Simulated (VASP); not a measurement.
# GaSi2 in VASP: notebook, part 2 of 2

VASP 6.6.1. Earlier steps stand in the parts before.

### 3 Single point, r2SCAN

This run uses another cell than the first one: it holds 6 atoms, not 3.

Contents of POSCAR:

```
GaSi2
1.0
    3.7085368960      0.0000000000      0.0000000000
    0.0000000000      3.7085368960      0.0000000000
    0.0000000000      0.0000000000      7.5659729340
Ga Si
2 4
Direct
    0.0000000000      0.0000000000      0.0000000000
    0.5000000000      0.5000000000      0.5000000000
    0.0000000000      0.5000000000      0.2499494604
    0.0000000000      0.5000000000      0.7499494604
    0.5000000000      0.0000000000      0.2500505396
    0.5000000000      0.0000000000      0.7500505396
```

Contents of INCAR.step1:

```
SYSTEM = GaSi2
  PREC = Accurate
  ENCUT = 520
  ISMEAR = 0
  SIGMA = 0.1
  LREAL = .FALSE.
  LASPH = .TRUE.
  NELM = 100
  NBANDS = 30
  GGA = PE
  ALGO = Normal
  EDIFF = 1E-4
  LWAVE = .TRUE.
  LCHARG = .FALSE.
```

Contents of INCAR.step2:

```
SYSTEM = GaSi2
  PREC = Accurate
  ENCUT = 520
  EDIFF = 1E-6
  ISMEAR = 0
  SIGMA = 0.1
  LREAL = .FALSE.
  LASPH = .TRUE.
  NELM = 100
  ALGO = Normal
  ISIF = 2
  LWAVE = .FALSE.
  LCHARG = .FALSE.
  METAGGA = R2SCAN
  LMIXTAU = .TRUE.
  NBANDS = 30
  ISTART = 1
```

Contents of KPOINTS:

```
Automatic mesh
0
G
  4 4 4
  0 0 0
```

Potentials or basis: VASP PAW PBE potentials, release 64 (Ga_d, Si).

Started as:

```
cat potpaw_PBE.64/Ga_d/POTCAR potpaw_PBE.64/Si/POTCAR > POTCAR
cp INCAR.step1 INCAR
mpirun -np 1 vasp_std > vasp.out
cp INCAR.step2 INCAR
mpirun -np 1 vasp_std > vasp.out
```

OUTCAR:

```text
SYSTEM = GaSi2
   PREC = Accurate
   ENCUT = 520
   EDIFF = 1E-6
   ISMEAR = 0
   LREAL = .FALSE.
   LASPH = .TRUE.
   NELM = 100
   ISIF = 2
   METAGGA = R2SCAN
   ISTART = 1

 ion  position               nearest neighbor table
   1  0.000  0.000  0.000-   3 2.65   6 2.65   3 2.65   6 2.65   5 2.65   4 2.65   5 2.65   4 2.65

   2  0.500  0.500  0.500-   4 2.65   5 2.65   5 2.65   4 2.65   3 2.65   6 2.65   3 2.65   6 2.65

   3  0.000  0.500  0.250-   5 2.62   5 2.62   5 2.62   5 2.62   1 2.65   1 2.65   2 2.65   2 2.65

   4  0.000  0.500  0.750-   6 2.62   6 2.62   6 2.62   6 2.62   2 2.65   2 2.65   1 2.65   1 2.65

   5  0.500  0.000  0.250-   3 2.62   3 2.62   3 2.62   3 2.62   2 2.65   2 2.65   1 2.65   1 2.65

   6  0.500  0.000  0.750-   4 2.62   4 2.62   4 2.62   4 2.62   1 2.65   1 2.65   2 2.65   2 2.65

  LATTYP: Found a simple tetragonal cell.
 ALAT       =     3.7085368960
 C/A-ratio  =     2.0401503736

  Lattice vectors:

 A1 = (   3.7085368960,   0.0000000000,   0.0000000000)
 A2 = (   0.0000000000,   3.7085368960,   0.0000000000)
[... 180 lines left out ...]
 E-fermi :   7.3124     XC(G=0): -11.3403

 val. band max:        7.2360310661   @ k =   0.2500   0.2500   0.0000
 cond. band min:       7.3941779671   @ k =   0.2500   0.0000   0.5000
 fundamental gap:      0.1581469010
 Fermi energy:         7.3123686387

 k-point     1 :       0.0000    0.0000    0.0000
  band No.  band energies     occupation
      1      -8.3530      2.00000
      2      -8.3524      2.00000
      3      -8.3485      2.00000
      4      -8.3485      2.00000
      5      -8.3424      2.00000
      6      -8.3265      2.00000
[... 583 lines left out ...]
     29      15.5436      0.00000
     30      15.5436      0.00000

------------------------ aborting loop because EDIFF is reached ----------------------------------------

  FORCE on cell =-STRESS in cart. coord.  units (eV):
  Direction    XX          YY          ZZ          XY          YZ          ZX
  --------------------------------------------------------------------------------------
  -------------------------------------------------------------------------------------
  Total        0.1994016      0.1994016      0.2012717      0.0000000     -0.0000000      0.0000000
  in kB        3.0702184      3.0702184      3.0990120      0.0000000     -0.0000000      0.0000000
  external PRESSURE =       3.0798163 kB  Pullay stress =       0.0000000 kB

 VOLUME and BASIS-vectors are now :
 -----------------------------------------------------------------------------
  energy-cutoff  :      520.00
  volume of cell :      104.06
      direct lattice vectors                 reciprocal lattice vectors
     3.708536896  0.000000000  0.000000000     0.269648119  0.000000000  0.000000000
     0.000000000  3.708536896  0.000000000     0.000000000  0.269648119  0.000000000
     0.000000000  0.000000000  7.565972934     0.000000000  0.000000000  0.132170708

 POSITION                                       TOTAL-FORCE (eV/Angst)
 -----------------------------------------------------------------------------------
      0.00000      0.00000      0.00000        -0.000000      0.000000      0.000000
      1.85427      1.85427      3.78299         0.000000     -0.000000      0.000000
      0.00000      1.85427      1.89111        -0.000000      0.000000      0.000771
      0.00000      1.85427      5.67410        -0.000000     -0.000000      0.000771
      1.85427      0.00000      1.89188        -0.000000      0.000000     -0.000771
      1.85427      0.00000      5.67486        -0.000000     -0.000000     -0.000771
 -----------------------------------------------------------------------------------
    total drift:                                0.000000      0.000000      0.000000

  FREE ENERGIE OF THE ION-ELECTRON SYSTEM (eV)
  ---------------------------------------------------
  free  energy   TOTEN  =       -55.0532763750 eV

  energy  without entropy=      -55.0452183606  energy(sigma->0) =      -55.04924737
```

OUTCAR.step1:

```text
SYSTEM = GaSi2
   PREC = Accurate
   ENCUT = 520
   ISMEAR = 0
   LREAL = .FALSE.
   LASPH = .TRUE.
[... 830 lines left out ...]
      0.00000      1.85427      5.67410        -0.000000      0.000000      0.000773
      1.85427      0.00000      1.89188        -0.000000     -0.000000     -0.000773
      1.85427      0.00000      5.67486        -0.000000     -0.000000     -0.000773
 -----------------------------------------------------------------------------------
    total drift:                                0.000000      0.000000      0.000000

  FREE ENERGIE OF THE ION-ELECTRON SYSTEM (eV)
  ---------------------------------------------------
  free  energy   TOTEN  =       -25.1141822998 eV

  energy  without entropy=      -25.1034299251  energy(sigma->0) =      -25.10880611
```

OSZICAR.step1:

```text
N       E                     dE             d eps       ncg     rms          rms(c)
DAV:   1     0.273958335097E+03    0.27396E+03   -0.19060E+04  1174   0.187E+03
DAV:   2     0.732770465363E+01   -0.26663E+03   -0.25640E+03  1176   0.471E+02
DAV:   3    -0.242092008148E+02   -0.31537E+02   -0.30628E+02  1284   0.115E+02
DAV:   4    -0.253392716930E+02   -0.11301E+01   -0.11246E+01  1380   0.221E+01
DAV:   5    -0.253623236259E+02   -0.23052E-01   -0.23043E-01  1354   0.325E+00    0.557E+00
DAV:   6    -0.251565417580E+02    0.20578E+00   -0.39076E-01  1560   0.847E+00    0.314E+00
DAV:   7    -0.251149098523E+02    0.41632E-01   -0.15837E-01  1416   0.261E+00    0.478E-01
DAV:   8    -0.251138106925E+02    0.10992E-02   -0.27707E-02  1296   0.174E+00    0.163E-01
DAV:   9    -0.251140771984E+02   -0.26651E-03   -0.21927E-03  1488   0.485E-01    0.986E-02
DAV:  10    -0.251141784236E+02   -0.10123E-03   -0.26574E-04  1028   0.152E-01    0.286E-02
DAV:  11    -0.251141822998E+02   -0.38763E-05   -0.63833E-05   768   0.618E-02
   1 F= -.25114182E+02 E0= -.25108806E+02  d E =-.107524E-01
```

Run time: 5.4 min. Hardware: 1 thread of Intel Xeon 8259CL, shared host; peak memory 0.23 GiB.

What came out:

```yaml
Free_energy: -55.0533 eV
Pressure: 0.3 GPa
Band_gap_on_the_k_mesh: zero (bands 21 and 22 overlap by 3.67 eV)
```

Caveat: the k points lie up to 0.42 Å⁻¹ apart, too coarse for converged energies and pressures of a metal; the PAW data sets were made with another functional, which shifts forces and pressure a little.

### 4 Relaxation of cell and atoms, r2SCAN

Contents of POSCAR:

```
GaSi2
1.0
   -1.8542684480      1.8542684480      3.7829864670
    1.8542684480     -1.8542684480      3.7829864670
    1.8542684480      1.8542684480     -3.7829864670
Ga Si
1 2
Direct
    0.0000000000      0.0000000000      0.0000000000
    0.7500000000      0.2500000000      0.5000000000
    0.2500000000      0.7500000000      0.5000000000
```

Contents of INCAR.step1:

```
SYSTEM = GaSi2
ALGO = Normal
EDIFF = 1E-4
ENCUT = 600
GGA = PE
ISMEAR = 0
LASPH = .True.
LCHARG = .False.
LREAL = .False.
LWAVE = .True.
NELM = 60
PREC = Accurate
SIGMA = 0.1
```

Contents of INCAR.step2:

```
SYSTEM = GaSi2
ALGO = Normal
EDIFF = 1E-6
EDIFFG = -0.04
ENCUT = 600
IBRION = 2
ISIF = 3
ISMEAR = 0
ISTART = 1
LASPH = .True.
LCHARG = .False.
LMIXTAU = .True.
LREAL = .False.
LWAVE = .False.
METAGGA = R2SCAN
NELM = 60
NSW = 90
PREC = Accurate
SIGMA = 0.1
```

Contents of KPOINTS:

```
k-points
0
Gamma
  6 6 6
  0 0 0
```

Started as:

```
cat potpaw_PBE.64/Ga_d/POTCAR potpaw_PBE.64/Si/POTCAR > POTCAR
cp INCAR.step1 INCAR
mpirun -np 1 vasp_std > vasp.out
cp INCAR.step2 INCAR
mpirun -np 1 vasp_std > vasp.out
```

It took 14 min on 1 thread of Intel Xeon 8259CL, shared host; peak memory 0.27 GiB.

It converged, with:

```yaml
Free_energy: -27.5456 eV
Relaxed_volume: 17.24 Å³/atom
Relaxed_cell: a = 4.693 Å, b = 4.693 Å, c = 4.693 Å, α = 134.52°, β = 134.52°, γ = 66.28°
Space_group_after_relaxing_to_0.1_Å: I4/mmm (No. 139)
Energy_gained_by_relaxing: 4.6 meV/atom
Ionic_steps: 4
Pressure_after_relaxing: 0.3 GPa
Band_gap_on_the_k_mesh: zero (an odd number of electrons rules out a gap without spin polarisation)
```

Step by step:
```csv
step,energy change (eV),largest force (eV/Å),pressure (GPa),volume (Å³)
1,0.0000,0.0000,-0.06,52.03
2,-0.0055,0.0000,0.13,51.98
3,-0.0130,0.0000,0.31,51.82
4,-0.0137,0.0000,0.32,51.73
```

Final structure:
```
Ga Si
1.0
    -1.81419    1.81419    3.92967
     1.81419   -1.81419    3.92967
     1.81419    1.81419   -3.92967
Ga Si
1 2
Direct
  0.00000 0.00000 0.00000
  0.75000 0.25000 0.50000
  0.25000 0.75000 0.50000
```

Levels at points of the mesh, in eV from the Fermi level:
| k point | band 6 | band 7 | band 8 | band 9 | band 10 | band 11 | band 12 | band 13 | band 14 |
| --- | --- | --- | --- | --- | --- | --- | --- | --- | --- |
| (0.00, 0.00, 0.00) | -13.59 | -4.15 | -2.27 | -1.95 | -1.95 | -0.69 | 2.10 | 2.10 | 2.15 |
| (0.50, 0.00, 0.00) | -10.53 | -9.95 | -4.47 | -3.89 | -0.35 | 0.49 | 2.46 | 2.91 | 4.78 |
| (0.50, 0.50, 0.00) | -8.22 | -7.83 | -6.76 | -6.31 | -3.72 | -1.92 | 1.30 | 3.12 | 3.61 |
| (0.50, 0.50, 0.50) | -12.36 | -9.35 | -3.10 | -3.10 | -1.71 | 1.30 | 5.07 | 7.61 | 7.61 |

Caveat: the PAW data sets were made with another functional, which shifts forces and pressure a little.

### 5 Summary

| task | cell | k mesh | cutoff (eV) | gap on the mesh (eV) | pressure (GPa) |
| --- | --- | --- | --- | --- | --- |
| single point | a = 4.692 Å, angles 134.3, 134.3, 66.6°, 3 atoms, atomic positions A | 6 × 6 × 6 | 520 | none | -0.1 |
| single point | a = 3.709, b = 3.709, c = 7.566 Å, 6 atoms, atomic positions B | 4 × 4 × 4 | 520 | none | 0.3 |
| relaxation of cell and atoms | relaxed from a = 4.603 Å, angles 132.5, 132.5, 69.5°, 3 atoms, atomic positions A | 6 × 6 × 6 | 600 | none | 0.3 |

Alike in all rows: level r2SCAN; potentials or basis VASP PAW PBE potentials, release 64 (Ga_d, Si); no spin polarisation; smearing gaussian 0.1 eV.

Caveats: some runs use coarse meshes; the PAW data sets were made with another functional, which shifts forces and pressure a little.

Total energies depend on the potentials used, so only differences within one code and one set of settings carry meaning.
